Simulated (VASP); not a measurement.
Wanted: the native input for a VASP 6.6.1 run.

- Task: single point
- Functional: PBE
- Potentials or basis: VASP PAW PBE potentials, release 64 (Cd)
- Cutoff: 520 eV
- k mesh: 14 × 14 × 13
- Occupations: fermi-dirac, width 0.1 eV
- Spin: no spin polarisation
- Dipole correction: no
- Further INCAR settings: ALGO = Normal; EDIFF = 1e-07; NBANDS = 12

The structure of Cd lies in POSCAR:

```
Cd
1.0
    2.8901621525      0.0000000000      0.0000000000
   -1.4450810762      2.5029538451      0.0000000000
    0.0000000000      0.0000000000      2.9320820603
Cd
1
Direct
    0.0000000000      0.0000000000      0.0000000000
```

This isn't the form of Cd at room conditions, which is hcp.

One way to write it, as run:

INCAR

```
PREC = Accurate ; ENCUT = 520
EDIFF = 1E-7 ; ISMEAR = -1
SIGMA = 0.1 ; LREAL = False
LASPH = True ; NELM = 80
ALGO = Normal ; ISIF = 2
LWAVE = False ; LCHARG = False
GGA = PE ; NBANDS = 12
```

KPOINTS

```
regular mesh
0
Gamma
  14 14 13
```

Potentials or basis: VASP PAW PBE potentials, release 64 (Cd).

Run with:

```bash
$ cat potpaw_PBE.64/Cd/POTCAR > POTCAR
$ mpirun -np 1 vasp_std > vasp.out
```

Results of the run:

* Pressure: 10.4 GPa
* Band gap on the k mesh: zero (bands 6 and 7 overlap by 5.88 eV)

Caveat: the cell stands under pressure.

Wall time 35 s on 1 thread of AMD EPYC 7R43 64-Core Processor (Zen 3) (shared host), peak memory 0.13 GiB.
